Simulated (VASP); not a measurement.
Crystal: KF.

```
K F
1.0
     0.00000    2.67350    2.67350
     2.67350    0.00000    2.67350
     2.67350    2.67350    0.00000
K F
1 1
Direct
  0.00000 0.00000 0.00000
  0.50000 0.50000 0.50000
```

Base run:

| Item | Value |
| --- | --- |
| Program | VASP 6.6.1 |
| Functional | RPBE |
| Potentials or basis | VASP PAW PBE potentials, release 64 (K_sv, F) |
| Cutoff | 520 eV |
| k mesh | 8 × 8 × 8 |
| Occupations | gaussian, width 0.05 eV |
| Spin | no spin polarisation |

Its results: band gap on the k mesh 6.49 eV, direct; pressure 4.0 GPa.

Question: The run is repeated on the same cell with these changes: functional from RPBE to revPBE. What comes out?

Answer: Band gap on the k mesh 6.46 eV, direct; pressure 3.5 GPa.

Caveats: the PAW data sets were made with another functional, which shifts forces and pressure a little.

A k mesh can miss the band edges.
